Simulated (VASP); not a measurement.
CsMoPb4: single point with PBE

Crystal: CsMoPb4.

```
CELL_PARAMETERS angstrom
3.99140 0.00000 0.00000
-1.99570 3.45666 0.00000
0.00000 0.00000 15.10964
ATOMIC_POSITIONS crystal
Cs 0.00000 0.00000 0.00000
Mo 0.00000 0.00000 0.50000
Pb 0.33333 0.66667 0.87803
Pb 0.33333 0.66667 0.37132
Pb 0.66667 0.33333 0.62868
Pb 0.66667 0.33333 0.12197
```

The cell was built from a structure type or drawn by symmetry, and may not be a known phase.

```yaml
Program: VASP 6.6.1
Task: single point
Functional: PBE
Potentials_or_basis: VASP PAW PBE potentials, release 64 (Cs_sv, Mo_sv, Pb_d)
Cutoff: 520 eV
k_mesh: 6 × 6 × 1
Occupations: gaussian, width 0.1 eV
Spin: no spin polarisation
Dipole_correction: no
Further_INCAR_settings: ALGO = Normal; EDIFF = 1e-07; NBANDS = 48
```

```json
{"Pressure": "4.2 GPa", "Largest force": "4.150 eV/Å", "Band gap on the k mesh": "zero (an odd number of electrons rules out a gap without spin polarisation)"}
```

Forces on the atoms (eV/Å):
```
Cs   0.000  0.000  0.000
Mo   0.000  0.000  0.000
Pb   0.000  0.000 -4.150
Pb   0.000  0.000  0.628
Pb   0.000  0.000 -0.628
Pb   0.000  0.000  4.150
```

Stress tensor (GPa, compression positive):
```
2.68 0.00 0.00
0.00 2.68 0.00
0.00 0.00 7.29
```

Levels at points of the mesh, in eV from the Fermi level:
```tsv
k point	band 37	band 38	band 39	band 40	band 41	band 42	band 43	band 44
(0.00, 0.00, 0.00)	-0.33	0.14	0.14	0.45	0.82	0.82	2.30	3.49
(0.50, 0.00, 0.00)	-0.74	-0.72	-0.62	-0.04	0.37	0.44	0.74	1.27
```

Wall time 100 s on 1 thread of Intel(R) Xeon(R) Platinum 8488C (Sapphire Rapids) (shared host), peak memory 0.33 GiB.

Caveat: the k points lie up to 0.42 Å⁻¹ apart, too coarse for converged energies and pressures of a metal; spin-orbit coupling is left out, which moves the levels of the heavy elements; forces of over 1 eV/Å act on the atoms, so gaps and moduli don't describe the material at rest.
